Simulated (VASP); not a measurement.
Crystal: SnSe.

```xyz
2
Lattice="0.0000 3.3640 3.3640 3.3640 0.0000 3.3640 3.3640 3.3640 0.0000" Properties=species:S:1:pos:R:3 pbc="T T T"
Sn    0.0000    0.0000    0.0000
Se    1.6820    1.6820    1.6820
```

Program: VASP 6.6.1. Alike in all runs: task single point; potentials or basis VASP PAW PBE potentials, release 64 (Sn_d, Se); cell as given; smearing fermi-dirac 0.02 eV. Hardware: 1 thread of Intel Xeon 6975P-C (shared host).

Question: Order these runs on this cell by their wall time, lowest first.
A. level PBE; spin off; k mesh 6 × 6 × 6; cutoff (eV) 520
B. level PBEsol; spin off; k mesh 4 × 4 × 4; cutoff (eV) 500
C. level PBE; spin non-collinear, zero start, SOC; k mesh 4 × 4 × 4; cutoff (eV) 500

Answer: B (16 s), A (34 s), C (81 s).

Caveats: some runs use coarse meshes.
